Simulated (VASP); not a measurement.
# Fe (Im-3m) in VASP: notebook

Fe is run at these levels: PBE; tasks: single point.

Program: VASP 6.6.1. These are calculated values, not measurements. Logs are shortened: lines on timing, memory, paths and dates and some standing lists are left out, and cuts for length are marked.

**1. The cell of the first run**

The structure is cubic, space group Im-3m (No. 229). Conventional cell: a = 2.386 Å, b = 2.386 Å, c = 2.386 Å, α = 90.00°, β = 90.00°, γ = 90.00°. Within 2.7 Å of Fe (site symmetry m-3m) lie 14 Fe at 2.07 to 2.39 Å.

**2. Single point, PBE, collinear spin, ferromagnetic start (6.79 Å³/atom)**

INCAR

```
SYSTEM = Fe
PREC = Accurate ; ENCUT = 520
EDIFF = 1E-6 ; ISMEAR = -1
SIGMA = 0.1 ; LREAL = .False.
LASPH = .True. ; NELM = 150
ALGO = Normal ; ISIF = 2
LWAVE = .False. ; LCHARG = .True.
ISPIN = 2 ; MAGMOM = 2.5
LORBIT = 11 ; LMAXMIX = 4
GGA = PE ; LELF = .True.
LVHAR = .True. ; NBANDS = 14
```

KPOINTS

```
regular mesh
0
Gamma
  22 22 22
  0 0 0
```

POSCAR

```
Fe
1.0
   -1.1929865226      1.1929865226      1.1929865226
    1.1929865226     -1.1929865226      1.1929865226
    1.1929865226      1.1929865226     -1.1929865226
Fe
1
Direct
    0.0000000000      0.0000000000      0.0000000000
```

Potentials or basis: VASP PAW PBE potentials, release 64 (Fe).

Run with:

```
$ cat potpaw_PBE.64/Fe/POTCAR > POTCAR
$ mpirun -np 1 vasp_std > vasp.out
```

OUTCAR:

```text
SYSTEM = Fe
   PREC = Accurate
   ENCUT = 520
   EDIFF = 1E-6
   ISMEAR = -1
   LREAL = .False.
   LASPH = .True.
   NELM = 150
   ISIF = 2
   ISPIN = 2
   LORBIT = 11
   GGA = PE

 ion  position               nearest neighbor table
   1  0.000  0.000  0.000-

  LATTYP: Found a body centered cubic cell.
 ALAT       =     2.3859730452

  Lattice vectors:

 A1 = (  -1.1929865226,   1.1929865226,   1.1929865226)
 A2 = (   1.1929865226,  -1.1929865226,   1.1929865226)
 A3 = (   1.1929865226,   1.1929865226,  -1.1929865226)

Analysis of symmetry for initial positions (statically):
=====================================================================
 Subroutine PRICEL returns:
 Original cell was already a primitive cell.

 Routine SETGRP: Setting up the symmetry group for a
 body centered cubic supercell.

 Subroutine GETGRP returns: Found 48 space group operations
 (whereof 48 operations were pure point group operations)
 out of a pool of 48 trial point group operations.

The static configuration has the point symmetry O_h .

Analysis of symmetry for dynamics (positions and initial velocities):
=====================================================================
 Subroutine PRICEL returns:
 Original cell was already a primitive cell.

 Routine SETGRP: Setting up the symmetry group for a
 body centered cubic supercell.

 Subroutine GETGRP returns: Found 48 space group operations
 (whereof 48 operations were pure point group operations)
 out of a pool of 48 trial point group operations.

The dynamic configuration has the point symmetry O_h .

Analysis of structural, dynamic, and magnetic symmetry:
=====================================================================
 Subroutine PRICEL returns:
 Original cell was already a primitive cell.

 Routine SETGRP: Setting up the symmetry group for a
 body centered cubic supercell.

 Subroutine GETGRP returns: Found 48 space group operations
 (whereof 48 operations were pure point group operations)
 out of a pool of 48 trial point group operations.

The overall configuration has the point symmetry O_h .

 Subroutine INISYM returns: Found 48 space group operations
 (whereof 48 operations are pure point group operations),
 and found     1 'primitive' translations

----------------------------------------------------------------------------------------

                                     Primitive cell

  volume of cell :       6.7915

  direct lattice vectors                    reciprocal lattice vectors
    -1.192986523  1.192986523  1.192986523     0.000000000  0.419116218  0.419116218
     1.192986523 -1.192986523  1.192986523     0.419116218  0.000000000  0.419116218
     1.192986523  1.192986523 -1.192986523     0.419116218  0.419116218  0.000000000

  length of vectors
     2.066313270  2.066313270  2.066313270     0.592719840  0.592719840  0.592719840

  position of ions in fractional coordinates (direct lattice)
     0.000000000  0.000000000  0.000000000

  ion indices of the primitive-cell ions
   primitive index   ion index
                 1           1

----------------------------------------------------------------------------------------

 KPOINTS: regular mesh

Automatic generation of k-mesh.
 Grid dimensions read from file:
 generate k-points for:   22   22   22

 Generating k-lattice:

  Cartesian coordinates                     Fractional coordinates (reciprocal lattice)
     0.000000000  0.019050737  0.019050737     0.045454545  0.000000000  0.000000000
     0.019050737  0.000000000  0.019050737     0.000000000  0.045454545  0.000000000
     0.019050737  0.019050737  0.000000000     0.000000000  0.000000000  0.045454545

  Length of vectors
     0.026941811  0.026941811  0.026941811

  Shift w.r.t. Gamma in fractional coordinates (k-lattice)
     0.000000000  0.000000000  0.000000000

 Subroutine IBZKPT returns following result:
 ===========================================

 Found    328 irreducible k-points:

 Following reciprocal coordinates:
            Coordinates               Weight
  0.000000  0.000000  0.000000      1.000000
  0.045455  0.000000  0.000000     12.000000
  0.090909  0.000000  0.000000     12.000000
  0.136364  0.000000  0.000000     12.000000
  0.181818  0.000000  0.000000     12.000000
  0.227273  0.000000  0.000000     12.000000
[... 16 lines left out ...]
  0.090909  0.090909  0.000000     24.000000
  0.136364  0.090909  0.000000     48.000000
 [... further k-points ...]
   k-points           NKPTS =    328   k-points in BZ     NKDIM =    328   number of bands    NBANDS=     14
   number of dos      NEDOS =    301   number of ions     NIONS =      1
   total plane-waves  NPLWV =   4096
   dimension x,y,z NGX =    16 NGY =   16 NGZ =   16
   dimension x,y,z NGXF=    32 NGYF=   32 NGZF=   32
   ions per type =               1
   NGX,Y,Z   is equivalent  to a cutoff of  12.87, 12.87, 12.87 a.u.
   NGXF,Y,Z  is equivalent  to a cutoff of  25.75, 25.75, 25.75 a.u.
 SYSTEM =  Fe
   PREC   = accura    normal or accurate (medium, high low for compatibility)
   ISTART =      0    job   : 0-new  1-cont  2-samecut
   ICHARG =      2    charge: 1-file 2-atom 10-const
   ISPIN  =      2    spin polarized calculation?
   LNONCOLLINEAR =      F non collinear calculations
   LSORBIT =      F    spin-orbit coupling
   LASPH  =      T    aspherical Exc in radial PAW
   ENCUT  =  520.0 eV  38.22 Ry    6.18 a.u.   3.84  3.84  3.84*2*pi/ulx,y,z
   NELM   =    150;   NELMIN=  2; NELMDL= -5     # of ELM steps
   EDIFF  = 0.1E-05   stopping-criterion for ELM
   LREAL  =      F    real-space projection
   EDIFFG = 0.1E-04   stopping-criterion for IOM
   NSW    =      0    number of steps for IOM
   IBRION =     -1    ionic relax: 0-MD 1-quasi-New 2-CG
   NFREE  =      0    steps in history (QN), initial steepest desc. (CG)
   ISIF   =      2    stress and relaxation
   ISYM   =      2    0-nonsym 1-usesym 2-fastsym
   POTIM  = 0.5000    time-step for ionic-motion
   TEBEG  =    0.0;   TEEND  =   0.0 temperature during run
   PSTRESS=    0.0 pullay stress
   NELECT =       8.0000    total number of electrons
   NUPDOWN=      -1.0000    fix difference up-down
   EMIN   =  10.00;   EMAX   =-10.00  energy-range for DOS
   EFERMI =   0.00;   METHOD = LEGACY
   ISMEAR =    -1;   SIGMA  =   0.10  broadening in eV -4-tet -1-fermi 0-gaus
   EFERMI_NEDOS =   21; number of points for ismear=-14 and -15
   IALGO  =     38    algorithm
   IMIX   =      4    mixing-type and parameters
     AMIX     =   0.40;   BMIX     =  1.00
     AMIX_MAG =   1.60;   BMIX_MAG =  1.00
  volume/ion in A,a.u.               =       6.79        45.83
  Fermi-wavevector in a.u.,A,eV,Ry     =   1.728951  3.267243 40.671498  2.989271
  Thomas-Fermi vector in A             =   2.803788
   LORBIT       =     11    0 simple, 1 ext, 2 COOP (PROOUT), +10 PAW based schemes
   GGA     = PE    functional components
   LHFCALC =     F    Hartree Fock is set to
   AEXX    =    0.0000 exact exchange contribution
   IVDW    =     0    specifies the selected vdW correction
   LEPSILON=     F    determine dielectric tensor
   LRPA    =     F    only Hartree local field effects (RPA)
 spin polarized calculation
  energy-cutoff  :      520.00
  volume of cell :        6.79
 maximum number of plane-waves:       194
   NGX =  7   NGY =  7   NGZ =  7

 number of electron       8.0000008 magnetization       0.8985703

 Free energy of the ion-electron system (eV)
  ---------------------------------------------------
  ext. energy  EPLUGINS =         0.00000000
  ---------------------------------------------------
  free energy    TOTEN  =        -5.40509291 eV

  energy without entropy =       -5.35736069  energy(sigma->0) =       -5.38122680

 E-fermi :  12.8317     XC(G=0): -16.3031

 val. band max:       12.8316849543   @ k =  -0.3182   0.5000   0.0455
 cond. band min:      12.8317825158   @ k =   0.1364   0.0455  -0.0000
 fundamental gap:      0.0000975614
 Fermi energy:        12.8317052961

 spin component 1

 k-point     1 :       0.0000    0.0000    0.0000
  band No.  band energies     occupation
      1       1.3501      1.00000
      2       9.2361      1.00000
      3       9.2361      1.00000
      4       9.2361      1.00000
      5      12.0741      0.99949
      6      12.0741      0.99949
      7      42.9000      0.00000
      8      42.9000      0.00000
      9      42.9000      0.00000
     10      52.5687      0.00000
     11      52.5687      0.00000
     12      59.0969      0.00000
     13      59.0969      0.00000
     14      59.0969      0.00000

 k-point     2 :       0.0455    0.0000    0.0000
  band No.  band energies     occupation
      1       1.4841      1.00000
      2       9.1803      1.00000
      3       9.2299      1.00000
      4       9.3351      1.00000
      5      12.0105      0.99973
      6      12.0787      0.99946
      7      42.5445      0.00000
      8      42.8514      0.00000
      9      42.9867      0.00000
     10      52.2769      0.00000
     11      52.9945      0.00000
     12      57.5739      0.00000
     13      57.6762      0.00000
     14      59.5836      0.00000
[... 343 lines left out ...]
      1       2.8360      1.00000
      2       8.7492      1.00000
      3       8.8787      1.00000
      4      10.4596      1.00000
      5      11.5324      1.00000
      6      12.2089      0.99803
      7      39.7360      0.00000
      8      41.3628      0.00000
      9      43.9905      0.00000
     10      51.3667      0.00000
     11      51.8961      0.00000
     12      55.8970      0.00000
     13      57.0578      0.00000
     14      59.8744      0.00000

 k-point    24 :       0.1364    0.0909    0.0000
  band No.  band energies     occupation
      1       3.5685      1.00000
      2       8.4739      1.00000
      3       8.6887      1.00000
      4      11.1359      1.00000
      5      11.4196      1.00000
      6      12.3099      0.99461
      7      38.3118      0.00000
      8      40.2959      0.00000
      9      44.4709      0.00000
     10      49.9200      0.00000
     11      51.7171      0.00000
     12      55.6897      0.00000
     13      58.5093      0.00000
     14      60.6932      0.00000

 [... further k-points ...]

 spin component 2

 k-point     1 :       0.0000    0.0000    0.0000
  band No.  band energies     occupation
      1       1.5057      1.00000
      2       9.9122      1.00000
      3       9.9122      1.00000
      4       9.9122      1.00000
      5      13.4292      0.00253
      6      13.4293      0.00253
      7      42.8678      0.00000
      8      42.8678      0.00000
      9      42.8678      0.00000
     10      52.8349      0.00000
     11      52.8349      0.00000
     12      59.9395      0.00000
     13      59.9564      0.00000
     14      60.0057      0.00000

 k-point     2 :       0.0455    0.0000    0.0000
  band No.  band energies     occupation
      1       1.6403      1.00000
      2       9.8539      1.00000
      3       9.9046      1.00000
      4      10.0130      1.00000
      5      13.3592      0.00509
      6      13.4336      0.00243
      7      42.5490      0.00000
      8      42.8302      0.00000
      9      42.9613      0.00000
     10      52.5550      0.00000
     11      53.2474      0.00000
     12      58.1459      0.00000
     13      58.2487      0.00000
     14      60.0844      0.00000
[... 343 lines left out ...]
      1       3.0046      1.00000
      2       9.4036      1.00000
      3       9.5495      1.00000
      4      11.1538      1.00000
      5      12.8115      0.55047
      6      13.5614      0.00068
      7      39.9457      0.00000
      8      41.5086      0.00000
      9      43.9857      0.00000
     10      51.6305      0.00000
     11      52.3462      0.00000
     12      56.3813      0.00000
     13      57.2640      0.00000
     14      60.2804      0.00000

 k-point    24 :       0.1364    0.0909    0.0000
  band No.  band energies     occupation
      1       3.7523      1.00000
      2       9.1191      1.00000
      3       9.3612      1.00000
      4      11.8390      0.99995
      5      12.6544      0.85487
      6      13.6624      0.00025
      7      38.5944      0.00000
      8      40.4885      0.00000
      9      44.4904      0.00000
     10      50.3464      0.00000
     11      51.9562      0.00000
     12      56.1606      0.00000
     13      58.7276      0.00000
     14      61.0988      0.00000

 [... further k-points ...]
[... 5 lines left out ...]
  --------------------------------------------------------------------------------------
  -------------------------------------------------------------------------------------
  Total       13.6028753     13.6028753     13.6028753      0.0000000      0.0000000      0.0000000
  in kB     3209.0367839   3209.0367839   3209.0367839      0.0000000      0.0000000      0.0000000
  external PRESSURE =    3209.0367839 kB  Pullay stress =       0.0000000 kB

 VOLUME and BASIS-vectors are now :
 -----------------------------------------------------------------------------
  energy-cutoff  :      520.00
  volume of cell :        6.79
      direct lattice vectors                 reciprocal lattice vectors
    -1.192986523  1.192986523  1.192986523     0.000000000  0.419116218  0.419116218
     1.192986523 -1.192986523  1.192986523     0.419116218  0.000000000  0.419116218
     1.192986523  1.192986523 -1.192986523     0.419116218  0.419116218  0.000000000

 POSITION                                       TOTAL-FORCE (eV/Angst)
 -----------------------------------------------------------------------------------
      0.00000      0.00000      0.00000        -0.000000     -0.000000      0.000000
 -----------------------------------------------------------------------------------
    total drift:                                0.000000     -0.000000      0.000000

  FREE ENERGIE OF THE ION-ELECTRON SYSTEM (eV)
  ---------------------------------------------------
  free  energy   TOTEN  =        -5.4050929137 eV

  energy  without entropy=       -5.3573606879  energy(sigma->0) =       -5.38122680

 total charge

# of ion       s       p       d       tot
------------------------------------------
    1        0.785   1.151   7.047   8.983

 magnetization (x)

# of ion       s       p       d       tot
------------------------------------------
    1       -0.010  -0.035   0.895   0.850
```

Run time: 86 s. Hardware: 1 thread of Intel Xeon 8259CL, shared host; peak memory 0.16 GiB.

Results:

| Item | Value |
| --- | --- |
| Free energy | -5.4051 eV |
| Pressure | 320.9 GPa |
| Net moment | 0.90 μB per cell |
| Site moments | Fe +0.85 μB |

Levels at points of the mesh, in eV from the Fermi level:
Spin up:
| k point | band 1 | band 2 | band 3 | band 4 | band 5 | band 6 | band 7 | band 8 | band 9 |
| --- | --- | --- | --- | --- | --- | --- | --- | --- | --- |
| (0.00, 0.00, 0.00) | -11.48 | -3.60 | -3.60 | -3.60 | -0.76 | -0.76 | 30.07 | 30.07 | 30.07 |
| (0.50, 0.00, 0.00) | -8.63 | -6.02 | -0.56 | -0.19 | 1.10 | 2.28 | 13.84 | 22.75 | 30.36 |
| (0.50, 0.50, 0.50) | -9.15 | -9.15 | 1.65 | 1.65 | 1.65 | 14.86 | 14.86 | 14.86 | 22.74 |
Spin down:
| k point | band 1 | band 2 | band 3 | band 4 | band 5 | band 6 | band 7 | band 8 |
| --- | --- | --- | --- | --- | --- | --- | --- | --- |
| (0.00, 0.00, 0.00) | -11.33 | -2.92 | -2.92 | -2.92 | 0.60 | 0.60 | 30.04 | 30.04 |
| (0.50, 0.00, 0.00) | -8.08 | -5.43 | 0.59 | 1.21 | 1.27 | 3.09 | 14.46 | 22.88 |
| (0.50, 0.50, 0.50) | -8.32 | -8.32 | 2.45 | 2.45 | 2.45 | 15.02 | 15.02 | 15.02 |

Caveat: the cell stands under pressure.

(Part 1 of 2 ends here.)
